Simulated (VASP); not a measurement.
Wanted: the native input for a VASP 6.6.1 run.

| Quantity | Value |
| --- | --- |
| Task | single point |
| Functional | PBE |
| Potentials or basis | VASP PAW PBE potentials, release 64 (Hf_pv, H) |
| Cutoff | 520 eV |
| k mesh | 8 × 8 × 8 |
| Occupations | gaussian, width 0.1 eV |
| Spin | no spin polarisation |
| Dipole correction | no |
| Further INCAR settings | ALGO = Normal; EDIFF = 1e-07; NBANDS = 30 |

The structure of Hf4H3 lies in POSCAR:

```
Hf4H3
1.0
    4.5520240925      0.0000000000      0.0000000000
    0.0000000000      4.5520240925      0.0000000000
    0.0000000000      0.0000000000      4.6399089731
Hf H
4 3
Direct
    0.2560202138      0.2560202138      0.2603200660
    0.7439797862      0.7439797862      0.2603200660
    0.7439797862      0.2560202138      0.7396799340
    0.2560202138      0.7439797862      0.7396799340
    0.0000000000      0.0000000000      0.0000000000
    0.0000000000      0.0000000000      0.5000000000
    0.5000000000      0.5000000000      0.0000000000
```

One way to write it, as run:

INCAR

```
PREC = Accurate ; ENCUT = 520
EDIFF = 1E-7 ; ISMEAR = 0
SIGMA = 0.1 ; LREAL = F
LASPH = T ; NELM = 60
ALGO = Normal ; ISIF = 2
LWAVE = F ; LCHARG = T
GGA = PE ; LELF = T
LVHAR = T ; NBANDS = 30
```

KPOINTS

```
regular mesh
0
Gamma
  8 8 8
```

Potentials or basis: VASP PAW PBE potentials, release 64 (Hf_pv, H).

Run with:

```sh
$ cat potpaw_PBE.64/Hf_pv/POTCAR potpaw_PBE.64/H/POTCAR > POTCAR
$ mpirun -np 1 vasp_std > vasp.out
```

Results of the run:

The pressure is 3.3 GPa and the band gap on the k mesh is zero (an odd number of electrons rules out a gap without spin polarisation).

Caveat: the cell stands under pressure; spin-orbit coupling is left out, which moves the levels of the heavy elements; an odd number of electrons without spin polarisation forces a metal; a magnetic or distorted state may lie lower.

Wall time 5.3 min on 1 thread of Intel Xeon 8259CL, on a shared host, peak memory 0.32 GiB.
